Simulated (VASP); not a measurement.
Here is a VASP 6.6.1 calculation.

The input POSCAR:

```
NaI
1.0
    0.0000000000      3.4283922248      3.5431916338
    3.4283922248      0.0000000000      3.5431916338
    3.4283922248      3.4283922248      0.0000000000
Na I
1 1
Direct
    0.0000000000      0.0000000000      0.0000000000
    0.2500000000      0.2500000000      0.2500000000
```

The input INCAR.step1:

```
ALGO     = Normal         # electronic algorithm
EDIFF    = 1E-4           # SCF threshold, eV
ENCUT    = 520            # plane-wave cutoff, eV
GGA      = PE             # functional
ISMEAR   = 0              # smearing method
LASPH    = True           # aspherical terms in the spheres
LCHARG   = False          # write CHGCAR
LREAL    = False          # projectors in reciprocal space
LWAVE    = True           # write WAVECAR
NBANDS   = 14             # bands
NELM     = 80             # most SCF steps
PREC     = Accurate       # precision mode
SIGMA    = 0.01           # smearing width, eV
```

INCAR.step2

```
ALGO     = Normal         # electronic algorithm
EDIFF    = 1E-7           # SCF threshold, eV
ENCUT    = 520            # plane-wave cutoff, eV
ISIF     = 2              # what is computed and relaxed
ISMEAR   = 0              # smearing method
ISTART   = 1            
LASPH    = True           # aspherical terms in the spheres
LCHARG   = False          # write CHGCAR
LMIXTAU  = True         
LREAL    = False          # projectors in reciprocal space
LWAVE    = False          # write WAVECAR
METAGGA  = R2SCAN         # meta-GGA
NBANDS   = 14             # bands
NELM     = 80             # most SCF steps
PREC     = Accurate       # precision mode
SIGMA    = 0.01           # smearing width, eV
```

KPOINTS

```
k-points
0
Gamma
  6 6 6
```

Potentials or basis: VASP PAW PBE potentials, release 64 (Na_pv, I).

The run is started by

```bash
$ cat potpaw_PBE.64/Na_pv/POTCAR potpaw_PBE.64/I/POTCAR > POTCAR
$ cp INCAR.step1 INCAR
$ mpirun -np 1 vasp_std > vasp.out
$ cp INCAR.step2 INCAR
$ mpirun -np 1 vasp_std > vasp.out
```

**Question.** Predict the pressure.

**Answer.** 0.9 GPa.

**Question.** What does it give for the band gap on the k mesh?

**Answer.** 4.52 eV, direct.

Caveat: the cell differs from its parent crystal (biaxial xy strain -3.2%); the PAW data sets were made with another functional, which shifts forces and pressure a little; spin-orbit coupling is left out, which moves the levels of the heavy elements.
